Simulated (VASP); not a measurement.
TlPbF3:

```
Tl Pb F
1.0
     4.77819    0.00000    0.00000
     0.00000    4.77819    0.00000
     0.00000    0.00000    4.77819
Tl Pb F
1 1 3
Cartesian
  0.0000 0.0000 0.0000
  2.3891 2.3891 2.3891
  2.3891 2.3891 0.0000
  2.3891 0.0000 2.3891
  0.0000 2.3891 2.3891
```

Base run:

| Quantity | Value |
| --- | --- |
| Program | VASP 6.6.1 |
| Functional | PBE |
| Potentials or basis | VASP PAW PBE potentials, release 64 (Tl_d, Pb_d, F) |
| Cutoff | 520 eV |
| k mesh | 6 × 6 × 6 |
| Occupations | fermi-dirac, width 0.02 eV |
| Spin | no spin polarisation |

Its results: band gap on the k mesh 1.62 eV (least direct gap 2.58 eV); pressure 1.9 GPa.

Question: The run is repeated on the same cell with these changes: functional from PBE to r2SCAN; occupations from fermi-dirac, width 0.02 eV to gaussian, width 0.01 eV. What comes out?

Answer: Band gap on the k mesh 1.86 eV (least direct gap 2.85 eV); pressure -0.1 GPa.

Caveats: spin-orbit coupling is left out, which moves the levels of the heavy elements; the PAW data sets were made with another functional, which shifts forces and pressure a little (at least some runs).

A k mesh can miss the band edges.
